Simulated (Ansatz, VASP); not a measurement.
## Two plane-wave programs on Sn

```
CELL_PARAMETERS angstrom
0.00000 3.27078 3.27078
3.27078 0.00000 3.27078
3.27078 3.27078 0.00000
ATOMIC_POSITIONS crystal
Sn 0.50000 0.50000 0.50000
Sn 0.75000 0.75000 0.75000
```

Alike in both runs: task single point; functional PBEsol; k mesh 16 × 16 × 16; occupations gaussian, width 0.15 eV; no spin polarisation.

|  | VASP | Ansatz |
| --- | --- | --- |
| version | VASP 6.6.1 | Ansatz 0.2.0 |
| potentials or method | VASP PAW PBE potentials, release 64 (Sn_d), cutoff 520 eV | scalar-relativistic, plane waves, PAW |
| valence electrons in the cell | 28 | 28 |

|  | VASP | Ansatz | Ansatz less VASP |
| --- | --- | --- | --- |
| gap on the k mesh at the Fermi level (eV) | none | none | - |
| pressure (GPa) | -0.1 | 0.0 | +0.08 |

VASP's potentials were made for PBE, not for PBEsol. A gap of «none» marks a metal or a gap that the smearing closes.
